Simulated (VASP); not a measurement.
Ga, 2 atoms in the cell. The structure is cubic, space group Fd-3m (No. 227). The conventional cell has a = 5.140 Å, b = 5.140 Å, c = 5.140 Å, α = 90.00°, β = 90.00°, γ = 90.00°. Within 2.9 Å of Ga (site symmetry -43m) lie 4 Ga at 2.23 Å. This isn't the form of Ga at room conditions, which is orthorhombic.

```yaml
Program: VASP 6.6.1
Task: single point
Functional: LDA
Potentials_or_basis: VASP PAW LDA potentials, release 64 (Ga_d)
Cutoff: 520 eV
k_mesh: 13 × 13 × 13
Occupations: fermi-dirac, width 0.08 eV
Spin: no spin polarisation
Dipole_correction: no
Further_INCAR_settings: ALGO = Normal; EDIFF = 1e-06; NBANDS = 20
```

Potentials or basis: VASP PAW LDA potentials, release 64 (Ga_d).

Command:

```console
$ cat potpaw_LDA.64/Ga_d/POTCAR > POTCAR
$ mpirun -np 1 vasp_std > vasp.out
```

Hardware: 1 thread of Intel Xeon 8259CL (shared host).

Q: Estimate the wall time of this run.

A: It took 83 s on 1 thread of Intel Xeon 8259CL, with other jobs on the host, peak memory 0.17 GiB. Counts: scf iterations 11, k points 84.
